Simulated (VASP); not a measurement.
# Ge (Fd-3m) in VASP: further runs, part 2 of 2

VASP 6.6.1.

## Step 3: Single point, PBE

Contents of INCAR:

```
ALGO = Normal ; EDIFF = 1E-6
ENCUT = 520 ; GGA = PE
ISIF = 2 ; ISMEAR = -1
LASPH = True ; LCHARG = False
LREAL = False ; LWAVE = False
NBANDS = 21 ; NELM = 100
PREC = Accurate ; SIGMA = 0.05
```

Contents of KPOINTS:

```
k-points
0
Gamma
  6 6 6
```

Contents of POSCAR:

```
Ge
1.0
    0.0000000000      2.8859759802      2.8859759802
    2.8859759802      0.0000000000      2.8859759802
    2.8859759802      2.8859759802      0.0000000000
Ge
2
Direct
    0.5000000000      0.5000000000      0.5000000000
    0.7500000000      0.7500000000      0.7500000000
```

Potentials or basis: VASP PAW PBE potentials, release 64 (Ge_d).

The run is started by

```sh
> cat potpaw_PBE.64/Ge_d/POTCAR > POTCAR
> mpirun -np 1 vasp_std > vasp.out
```

OUTCAR:

```text
EDIFF = 1E-6
   ENCUT = 520
   GGA = PE
   ISIF = 2
   ISMEAR = -1
   LASPH = True
   LREAL = False
   NELM = 100
   PREC = Accurate

 ion  position               nearest neighbor table
   1  0.500  0.500  0.500-   2 2.50   2 2.50   2 2.50   2 2.50
   2  0.750  0.750  0.750-   1 2.50   1 2.50   1 2.50   1 2.50

  LATTYP: Found a face centered cubic cell.
 ALAT       =     5.7719519604

  Lattice vectors:

 A1 = (   0.0000000000,   2.8859759802,   2.8859759802)
 A2 = (   2.8859759802,   0.0000000000,   2.8859759802)
 A3 = (   2.8859759802,   2.8859759802,   0.0000000000)

Analysis of symmetry for initial positions (statically):
=====================================================================
 Subroutine PRICEL returns:
 Original cell was already a primitive cell.

 Routine SETGRP: Setting up the symmetry group for a
 face centered cubic supercell.

 Subroutine GETGRP returns: Found 48 space group operations
 (whereof 24 operations were pure point group operations)
 out of a pool of 48 trial point group operations.

The static configuration has the point symmetry T_d .
 The point group associated with its full space group is O_h .

Analysis of symmetry for dynamics (positions and initial velocities):
=====================================================================
 Subroutine PRICEL returns:
 Original cell was already a primitive cell.

 Routine SETGRP: Setting up the symmetry group for a
 face centered cubic supercell.

 Subroutine GETGRP returns: Found 48 space group operations
 (whereof 24 operations were pure point group operations)
 out of a pool of 48 trial point group operations.

The dynamic configuration has the point symmetry T_d .
 The point group associated with its full space group is O_h .

 Subroutine INISYM returns: Found 48 space group operations
 (whereof 24 operations are pure point group operations),
[... 99 lines left out ...]
   NUPDOWN=      -1.0000    fix difference up-down
   EMIN   =  10.00;   EMAX   =-10.00  energy-range for DOS
   EFERMI =   0.00;   METHOD = LEGACY
   ISMEAR =    -1;   SIGMA  =   0.05  broadening in eV -4-tet -1-fermi 0-gaus
   EFERMI_NEDOS =   21; number of points for ismear=-14 and -15
   IALGO  =     38    algorithm
   IMIX   =      4    mixing-type and parameters
     AMIX     =   0.40;   BMIX     =  1.00
     AMIX_MAG =   1.60;   BMIX_MAG =  1.00
  volume/ion in A,a.u.               =      24.04       162.21
  Fermi-wavevector in a.u.,A,eV,Ry     =   1.367177  2.583590 25.431648  1.869173
  Thomas-Fermi vector in A             =   2.493253
   LORBIT       =      0    0 simple, 1 ext, 2 COOP (PROOUT), +10 PAW based schemes
   GGA     = PE    functional components
   LHFCALC =     F    Hartree Fock is set to
   AEXX    =    0.0000 exact exchange contribution
   IVDW    =     0    specifies the selected vdW correction
   LEPSILON=     F    determine dielectric tensor
   LRPA    =     F    only Hartree local field effects (RPA)
 non-spin polarized calculation
  energy-cutoff  :      520.00
  volume of cell :       48.07
 maximum number of plane-waves:      1308
   NGX = 15   NGY = 15   NGZ = 15

 number of electron      27.9999975 magnetization

 Free energy of the ion-electron system (eV)
  ---------------------------------------------------
  ext. energy  EPLUGINS =         0.00000000
  ---------------------------------------------------
  free energy    TOTEN  =        -8.99457654 eV

  energy without entropy =       -8.99253649  energy(sigma->0) =       -8.99355652

 E-fermi :   4.3922     XC(G=0):  -9.6371

 val. band max:        3.9511553307   @ k =   0.1667   0.0000   0.0000
 cond. band min:       4.4345769499   @ k =   0.0000   0.0000   0.0000
 fundamental gap:      0.4834216192
 Fermi energy:         4.3922309378

 k-point     1 :       0.0000    0.0000    0.0000
  band No.  band energies     occupation
      1     -20.3006      2.00000
      2     -20.3006      2.00000
      3     -20.3006      2.00000
      4     -20.2690      2.00000
      5     -20.2690      2.00000
      6     -20.0886      2.00000
[... 373 lines left out ...]
     20      15.0145      0.00000
     21      16.9674      0.00000

------------------------ aborting loop because EDIFF is reached ----------------------------------------

  FORCE on cell =-STRESS in cart. coord.  units (eV):
  Direction    XX          YY          ZZ          XY          YZ          ZX
  --------------------------------------------------------------------------------------
  -------------------------------------------------------------------------------------
  Total       -0.0856229     -0.0856229     -0.0856229      0.0000000      0.0000000      0.0000000
  in kB       -2.8535951     -2.8535951     -2.8535951      0.0000000      0.0000000      0.0000000
  external PRESSURE =      -2.8535951 kB  Pullay stress =       0.0000000 kB

 VOLUME and BASIS-vectors are now :
 -----------------------------------------------------------------------------
  energy-cutoff  :      520.00
  volume of cell :       48.07
      direct lattice vectors                 reciprocal lattice vectors
     0.000000000  2.885975980  2.885975980    -0.173251615  0.173251615  0.173251615
     2.885975980  0.000000000  2.885975980     0.173251615 -0.173251615  0.173251615
     2.885975980  2.885975980  0.000000000     0.173251615  0.173251615 -0.173251615

 POSITION                                       TOTAL-FORCE (eV/Angst)
 -----------------------------------------------------------------------------------
      2.88598      2.88598      2.88598         0.000000      0.000000      0.000000
      4.32896      4.32896      4.32896        -0.000000     -0.000000     -0.000000
 -----------------------------------------------------------------------------------
    total drift:                                0.000000     -0.000000     -0.000000

  FREE ENERGIE OF THE ION-ELECTRON SYSTEM (eV)
  ---------------------------------------------------
  free  energy   TOTEN  =        -8.9945765442 eV

  energy  without entropy=       -8.9925364891  energy(sigma->0) =       -8.99355652
```

Wall time 18 s (1 thread of Intel Xeon 6975P-C, shared host); peak memory 0.16 GiB.

Results:

* Free energy: -8.9946 eV
* Pressure: -0.3 GPa
* Band gap on the k mesh: zero (filled and empty bands touch)

Levels at points of the mesh, in eV from the Fermi level:
```csv
k point,band 11,band 12,band 13,band 14,band 15,band 16,band 17,band 18
"(0.00, 0.00, 0.00)",-12.29,-0.46,0.04,0.04,0.04,2.57,2.57,2.57
"(0.50, 0.00, 0.00)",-10.34,-7.29,-1.27,-1.27,0.05,3.75,3.75,7.14
"(0.50, 0.50, 0.00)",-8.63,-8.63,-2.83,-2.83,0.87,0.87,9.07,9.07
```
